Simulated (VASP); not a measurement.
# WAu (F-43m) in VASP: further runs

WAu is run at these levels: BLYP, PBE; tasks: single point.

All numbers are computed with VASP 6.6.1; they aren't measurements. Logs are shortened: lines on timing, memory, paths and dates and some standing lists are left out, and cuts for length are marked.

## Step 1: The cell of the first run

The structure is cubic, space group F-43m (No. 216). Conventional cell: a = 5.496 Å, b = 5.496 Å, c = 5.496 Å, α = 90.00°, β = 90.00°, γ = 90.00°. W (site symmetry -43m) has 4 Au at 2.38 Å within 3.1 Å. Au (site symmetry -43m) has 4 W at 2.38 Å within 3.1 Å.

## Step 2: Single point, BLYP

The input, INCAR:

```
SYSTEM = WAu
PREC = Accurate ; ENCUT = 520
EDIFF = 1E-6 ; ISMEAR = -1
SIGMA = 0.05 ; LREAL = .False.
LASPH = .True. ; NELM = 80
ALGO = Normal ; ISIF = 2
LWAVE = .False. ; LCHARG = .True.
GGA = B5 ; ALDAX = 1.0
AGGAX = 1.0 ; AGGAC = 1.0
ALDAC = 0.0 ; LELF = .True.
LVHAR = .True. ; NBANDS = 20
```

The input, KPOINTS:

```
Automatic mesh
0
Gamma
  8 8 8
  0 0 0
```

The input, POSCAR:

```
WAu
1.0
    0.0000000000      2.7479792600      2.7479792600
    2.7479792600      0.0000000000      2.7479792600
    2.7479792600      2.7479792600      0.0000000000
W Au
1 1
Direct
    0.0000000000      0.0000000000      0.0000000000
    0.7500000000      0.7500000000      0.7500000000
```

Potentials or basis: VASP PAW PBE potentials, release 64 (W_sv, Au).

Started as:

```bash
$ cat potpaw_PBE.64/W_sv/POTCAR potpaw_PBE.64/Au/POTCAR > POTCAR
$ mpirun -np 1 vasp_std > vasp.out
```

OUTCAR:

```text
SYSTEM = WAu
   PREC = Accurate
   ENCUT = 520
   EDIFF = 1E-6
   ISMEAR = -1
   LREAL = .False.
   LASPH = .True.
   NELM = 80
   ISIF = 2
   GGA = B5

 ion  position               nearest neighbor table
   1  0.000  0.000  0.000-   2 2.38   2 2.38   2 2.38   2 2.38
   2  0.750  0.750  0.750-   1 2.38   1 2.38   1 2.38   1 2.38

  LATTYP: Found a face centered cubic cell.
 ALAT       =     5.4959585200

  Lattice vectors:

 A1 = (   0.0000000000,   2.7479792600,   2.7479792600)
 A2 = (   2.7479792600,   0.0000000000,   2.7479792600)
 A3 = (   2.7479792600,   2.7479792600,   0.0000000000)

Analysis of symmetry for initial positions (statically):
=====================================================================
 Subroutine PRICEL returns:
 Original cell was already a primitive cell.

 Routine SETGRP: Setting up the symmetry group for a
 face centered cubic supercell.

 Subroutine GETGRP returns: Found 24 space group operations
 (whereof 24 operations were pure point group operations)
 out of a pool of 48 trial point group operations.

The static configuration has the point symmetry T_d .

Analysis of symmetry for dynamics (positions and initial velocities):
=====================================================================
 Subroutine PRICEL returns:
 Original cell was already a primitive cell.

 Routine SETGRP: Setting up the symmetry group for a
 face centered cubic supercell.

 Subroutine GETGRP returns: Found 24 space group operations
 (whereof 24 operations were pure point group operations)
 out of a pool of 48 trial point group operations.

The dynamic configuration has the point symmetry T_d .

 Subroutine INISYM returns: Found 24 space group operations
 (whereof 24 operations are pure point group operations),
 and found     1 'primitive' translations

----------------------------------------------------------------------------------------

                                     Primitive cell

  volume of cell :      41.5021

  direct lattice vectors                    reciprocal lattice vectors
     0.000000000  2.747979260  2.747979260    -0.181951883  0.181951883  0.181951883
     2.747979260  0.000000000  2.747979260     0.181951883 -0.181951883  0.181951883
     2.747979260  2.747979260  0.000000000     0.181951883  0.181951883 -0.181951883

  length of vectors
     3.886229539  3.886229539  3.886229539     0.315149905  0.315149905  0.315149905

  position of ions in fractional coordinates (direct lattice)
     0.000000000  0.000000000  0.000000000
     0.750000000  0.750000000  0.750000000

  ion indices of the primitive-cell ions
   primitive index   ion index
                 1           1
                 2           2

----------------------------------------------------------------------------------------

 KPOINTS: Automatic mesh

Automatic generation of k-mesh.
 Grid dimensions read from file:
 generate k-points for:    8    8    8

 Generating k-lattice:

  Cartesian coordinates                     Fractional coordinates (reciprocal lattice)
    -0.022743985  0.022743985  0.022743985     0.125000000  0.000000000  0.000000000
     0.022743985 -0.022743985  0.022743985     0.000000000  0.125000000  0.000000000
     0.022743985  0.022743985 -0.022743985     0.000000000  0.000000000  0.125000000

  Length of vectors
     0.039393738  0.039393738  0.039393738

  Shift w.r.t. Gamma in fractional coordinates (k-lattice)
     0.000000000  0.000000000  0.000000000

 Subroutine IBZKPT returns following result:
 ===========================================

 Found     29 irreducible k-points:

 Following reciprocal coordinates:
            Coordinates               Weight
  0.000000  0.000000  0.000000      1.000000
  0.125000  0.000000  0.000000      8.000000
  0.250000  0.000000  0.000000      8.000000
  0.375000  0.000000  0.000000      8.000000
  0.500000  0.000000  0.000000      4.000000
  0.125000  0.125000  0.000000      6.000000
[... 16 lines left out ...]
  0.500000  0.250000  0.125000     48.000000
 -0.375000  0.250000  0.125000     24.000000
 [... further k-points ...]
   k-points           NKPTS =     29   k-points in BZ     NKDIM =     29   number of bands    NBANDS=     20
   number of dos      NEDOS =    301   number of ions     NIONS =      2
   total plane-waves  NPLWV =  27000
   dimension x,y,z NGX =    30 NGY =   30 NGZ =   30
   dimension x,y,z NGXF=    60 NGYF=   60 NGZF=   60
   ions per type =               1   1
   NGX,Y,Z   is equivalent  to a cutoff of  12.83, 12.83, 12.83 a.u.
   NGXF,Y,Z  is equivalent  to a cutoff of  25.67, 25.67, 25.67 a.u.
 SYSTEM =  WAu
   PREC   = accura    normal or accurate (medium, high low for compatibility)
   ISTART =      0    job   : 0-new  1-cont  2-samecut
   ICHARG =      2    charge: 1-file 2-atom 10-const
   ISPIN  =      1    spin polarized calculation?
   LNONCOLLINEAR =      F non collinear calculations
   LSORBIT =      F    spin-orbit coupling
   LASPH  =      T    aspherical Exc in radial PAW
   ENCUT  =  520.0 eV  38.22 Ry    6.18 a.u.   7.23  7.23  7.23*2*pi/ulx,y,z
   NELM   =     80;   NELMIN=  2; NELMDL= -5     # of ELM steps
   EDIFF  = 0.1E-05   stopping-criterion for ELM
   LREAL  =      F    real-space projection
   EDIFFG = 0.1E-04   stopping-criterion for IOM
   NSW    =      0    number of steps for IOM
   IBRION =     -1    ionic relax: 0-MD 1-quasi-New 2-CG
   NFREE  =      0    steps in history (QN), initial steepest desc. (CG)
   ISIF   =      2    stress and relaxation
   ISYM   =      2    0-nonsym 1-usesym 2-fastsym
   POTIM  = 0.5000    time-step for ionic-motion
   TEBEG  =    0.0;   TEEND  =   0.0 temperature during run
   PSTRESS=    0.0 pullay stress
   NELECT =      25.0000    total number of electrons
   NUPDOWN=      -1.0000    fix difference up-down
   EMIN   =  10.00;   EMAX   =-10.00  energy-range for DOS
   EFERMI =   0.00;   METHOD = LEGACY
   ISMEAR =    -1;   SIGMA  =   0.05  broadening in eV -4-tet -1-fermi 0-gaus
   EFERMI_NEDOS =   21; number of points for ismear=-14 and -15
   IALGO  =     38    algorithm
   IMIX   =      4    mixing-type and parameters
     AMIX     =   0.40;   BMIX     =  1.00
     AMIX_MAG =   1.60;   BMIX_MAG =  1.00
  volume/ion in A,a.u.               =      20.75       140.04
  Fermi-wavevector in a.u.,A,eV,Ry     =   1.382605  2.612744 26.008842  1.911596
  Thomas-Fermi vector in A             =   2.507280
   LORBIT       =      0    0 simple, 1 ext, 2 COOP (PROOUT), +10 PAW based schemes
   GGA     = B5    functional components
   LHFCALC =     F    Hartree Fock is set to
   AEXX    =    0.0000 exact exchange contribution
   IVDW    =     0    specifies the selected vdW correction
   LEPSILON=     F    determine dielectric tensor
   LRPA    =     F    only Hartree local field effects (RPA)
 non-spin polarized calculation
  energy-cutoff  :      520.00
  volume of cell :       41.50
 maximum number of plane-waves:      1139
 NGX is ok and might be reduce to    30
   NGX = 15   NGY = 15   NGZ = 15

 number of electron      25.0000000 magnetization

 Free energy of the ion-electron system (eV)
  ---------------------------------------------------
  ext. energy  EPLUGINS =         0.00000000
  ---------------------------------------------------
  free energy    TOTEN  =        -9.58094544 eV

  energy without entropy =       -9.56509038  energy(sigma->0) =       -9.57301791

 E-fermi :   8.2032     XC(G=0): -10.8732

 val. band max:        8.1838549507   @ k =   0.5000   0.2500   0.0000
 cond. band min:       8.2541748747   @ k =   0.3750   0.2500   0.0000
 fundamental gap:      0.0703199240
 Fermi energy:         8.2031704518

 k-point     1 :       0.0000    0.0000    0.0000
  band No.  band energies     occupation
      1     -65.4134      2.00000
      2     -29.9852      2.00000
      3     -29.9852      2.00000
      4     -29.9852      2.00000
      5      -0.2267      2.00000
      6       1.4643      2.00000
[... 12 lines left out ...]
     19      20.1523      0.00000
     20      20.3595      0.00000

 k-point     2 :       0.1250    0.0000    0.0000
  band No.  band energies     occupation
      1     -65.4129      2.00000
      2     -29.9892      2.00000
      3     -29.9846      2.00000
      4     -29.9846      2.00000
      5       0.0512      2.00000
      6       1.3771      2.00000
[... 12 lines left out ...]
     19      20.2301      0.00000
     20      20.4117      0.00000

 k-point     3 :       0.2500    0.0000    0.0000
  band No.  band energies     occupation
      1     -65.4118      2.00000
      2     -29.9986      2.00000
      3     -29.9831      2.00000
      4     -29.9831      2.00000
      5       0.7271      2.00000
      6       1.3346      2.00000
[... 12 lines left out ...]
     19      19.1105      0.00000
     20      21.1838      0.00000

 k-point     4 :       0.3750    0.0000    0.0000
  band No.  band energies     occupation
      1     -65.4107      2.00000
      2     -30.0078      2.00000
      3     -29.9817      2.00000
      4     -29.9817      2.00000
      5       1.1100      2.00000
      6       1.4487      2.00000
[... 12 lines left out ...]
     19      17.8225      0.00000
     20      22.3779      0.00000

 k-point     5 :       0.5000    0.0000    0.0000
  band No.  band energies     occupation
      1     -65.4102      2.00000
      2     -30.0116      2.00000
      3     -29.9811      2.00000
      4     -29.9811      2.00000
      5       1.1293      2.00000
      6       1.6498      2.00000
[... 12 lines left out ...]
     19      17.3416      0.00000
     20      22.8565      0.00000
[... 353 lines left out ...]
      6       1.1886      2.00000
[... 12 lines left out ...]
     19      18.8712      0.00000
     20      19.7851      0.00000

 k-point    22 :       0.3750    0.2500    0.1250
  band No.  band energies     occupation
      1     -65.4110      2.00000
      2     -30.0044      2.00000
      3     -29.9836      2.00000
      4     -29.9816      2.00000
      5       0.9615      2.00000
      6       1.2788      2.00000
[... 12 lines left out ...]
     19      18.9970      0.00000
     20      20.2653      0.00000

 k-point    23 :       0.5000    0.2500    0.1250
  band No.  band energies     occupation
      1     -65.4101      2.00000
      2     -30.0084      2.00000
      3     -29.9859      2.00000
      4     -29.9803      2.00000
      5       1.0414      2.00000
      6       1.2053      2.00000
[... 12 lines left out ...]
     19      19.0519      0.00000
     20      21.6985      0.00000

 k-point    24 :      -0.3750    0.2500    0.1250
  band No.  band energies     occupation
      1     -65.4097      2.00000
      2     -30.0096      2.00000
      3     -29.9873      2.00000
      4     -29.9797      2.00000
      5       1.0246      2.00000
      6       1.2269      2.00000
[... 12 lines left out ...]
     19      19.0100      0.00000
     20      22.7846      0.00000

 [... further k-points ...]

------------------------ aborting loop because EDIFF is reached ----------------------------------------

  FORCE on cell =-STRESS in cart. coord.  units (eV):
  Direction    XX          YY          ZZ          XY          YZ          ZX
  --------------------------------------------------------------------------------------
  -------------------------------------------------------------------------------------
  Total       11.0184843     11.0184843     11.0184843      0.0000000      0.0000000      0.0000000
  in kB      425.3653323    425.3653323    425.3653323      0.0000000      0.0000000      0.0000000
  external PRESSURE =     425.3653323 kB  Pullay stress =       0.0000000 kB

 VOLUME and BASIS-vectors are now :
 -----------------------------------------------------------------------------
  energy-cutoff  :      520.00
  volume of cell :       41.50
      direct lattice vectors                 reciprocal lattice vectors
     0.000000000  2.747979260  2.747979260    -0.181951883  0.181951883  0.181951883
     2.747979260  0.000000000  2.747979260     0.181951883 -0.181951883  0.181951883
     2.747979260  2.747979260  0.000000000     0.181951883  0.181951883 -0.181951883

 POSITION                                       TOTAL-FORCE (eV/Angst)
 -----------------------------------------------------------------------------------
      0.00000      0.00000      0.00000         0.000000     -0.000000     -0.000000
      4.12197      4.12197      4.12197        -0.000000      0.000000      0.000000
 -----------------------------------------------------------------------------------
    total drift:                                0.000001      0.000001      0.000001

  FREE ENERGIE OF THE ION-ELECTRON SYSTEM (eV)
  ---------------------------------------------------
  free  energy   TOTEN  =        -9.5809454389 eV

  energy  without entropy=       -9.5650903757  energy(sigma->0) =       -9.57301791
```

Wall time 48 s (1 thread of Intel Xeon 8259CL, shared host); peak memory 0.18 GiB.

Results:

```
Free energy : -9.5809 eV
Pressure    : 42.5 GPa
```

Levels at points of the mesh, in eV from the Fermi level:
```tsv
k point	band 10	band 11	band 12	band 13	band 14	band 15	band 16	band 17
(0.00, 0.00, 0.00)	-6.37	-0.90	-0.90	-0.90	2.07	2.07	9.47	11.95
(0.50, 0.00, 0.00)	-5.59	-2.05	-0.24	-0.24	1.76	1.76	2.57	9.12
(0.50, 0.50, 0.00)	-4.23	-3.13	0.33	1.55	1.93	1.93	3.65	3.81
```

Caveat: the PAW data sets were made with another functional, which shifts forces and pressure a little; spin-orbit coupling is left out, which moves the levels of the heavy elements.

## Step 3: Single point, PBE

The input, INCAR:

```
SYSTEM = WAu
ALGO = Normal
EDIFF = 1E-7
ENCUT = 520
GGA = PE
ISIF = 2
ISMEAR = 0
LASPH = .TRUE.
LCHARG = .FALSE.
LREAL = .FALSE.
LWAVE = .FALSE.
NBANDS = 20
NELM = 80
PREC = Accurate
SIGMA = 0.012
```

The input, KPOINTS:

```
k-points
0
G
  8 8 8
  0 0 0
```

POSCAR is that of step 2.

Potentials or basis: VASP PAW PBE potentials, release 64 (W_sv, Au).

Started as:

```bash
$ cat potpaw_PBE.64/W_sv/POTCAR potpaw_PBE.64/Au/POTCAR > POTCAR
$ mpirun -np 1 vasp_std > vasp.out
```

It took 36 s on 1 thread of Intel Xeon 8259CL, shared host; peak memory 0.18 GiB.

The run converged. Its results:

```
Free energy : -11.6348 eV
Pressure    : 33.1 GPa
```

Levels at points of the mesh, in eV from the Fermi level:
```csv
k point,band 10,band 11,band 12,band 13,band 14,band 15,band 16,band 17
"(0.00, 0.00, 0.00)",-6.29,-0.82,-0.82,-0.82,2.17,2.17,9.24,11.82
"(0.50, 0.00, 0.00)",-5.55,-2.17,-0.18,-0.18,1.86,1.86,2.65,8.89
"(0.50, 0.50, 0.00)",-4.19,-3.16,0.42,1.51,2.02,2.02,3.71,3.77
```

Caveat: spin-orbit coupling is left out, which moves the levels of the heavy elements.
